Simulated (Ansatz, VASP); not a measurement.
**BAs: VASP beside Ansatz**

Contents of INCAR:

```
SYSTEM = BAs
PREC = Accurate ; ENCUT = 600
EDIFF = 1E-7 ; ISMEAR = 0
SIGMA = 0.1 ; LREAL = .False.
LASPH = .True. ; NELM = 100
ALGO = Normal ; ISIF = 3
LWAVE = .False. ; LCHARG = .False.
GGA = PE ; IBRION = 2
NSW = 100 ; EDIFFG = -0.01
```

File KPOINTS:

```
Automatic mesh
0
Gamma
  18 18 20
  0 0 0
```

POSCAR

```
BAs
1.0
    3.1454058653      0.0000000000      0.0000000000
    0.0000000000      3.1454058653      0.0000000000
    0.0000000000      0.0000000000      2.7038217981
B As
1 1
Direct
    0.5000000000      0.5000000000      0.5000000000
    0.0000000000      0.0000000000      0.5000000000
```

Input for Ansatz:

```yaml
crystal:
  lattice:
    - [3.1454058653, 0.0, 0.0]
    - [0.0, 3.1454058653, 0.0]
    - [0.0, 0.0, 2.7038217981]
  atoms:
    - { symbol: B, position: [0.5, 0.5, 0.5] }
    - { symbol: As, position: [0.0, 0.0, 0.5] }
basis:
  ecutwfc: 420
kpoints:
  mp_grid: { grid: [18, 18, 20] }
hamiltonian:
  xc: pbe
scf:
  occupations: { method: gaussian, width: 0.1 }
output:
  forces: true
  stress: true
  eigenvalues: true
relax:
  adjacent_minimum: "off"
  f_tol: 0.01
  max_steps: 80
  cell: { stress_tol: 0.05 }
```

Alike in both runs: task relaxation of cell and atoms; functional PBE; k mesh 18 × 18 × 20; occupations gaussian, width 0.1 eV; no spin polarisation.

|  | VASP | Ansatz |
| --- | --- | --- |
| version | VASP 6.6.1 | Ansatz 0.2.0 |
| potentials or method | VASP PAW PBE potentials, release 64 (B, As), cutoff 600 eV | scalar-relativistic, plane waves, PAW |
| valence electrons in the cell | 8 | 18 |

Ansatz gave:

* gap on the k mesh at the Fermi level, each at its own relaxed structure (eV): none
* relaxed volume (Å³/atom): 13.02
* relaxed cell length with the largest relative difference (Å): 3.147

Q: Estimate VASP's values.

A: gap on the k mesh at the Fermi level, each at its own relaxed structure (eV): none; relaxed volume (Å³/atom): 13.07; relaxed cell length with the largest relative difference (Å): 3.152.

A gap of «none» marks a metal or a gap that the smearing closes. VASP's potentials hold 8 valence electrons a cell and Ansatz's 18, so a difference there can come from the potentials and not from the codes.
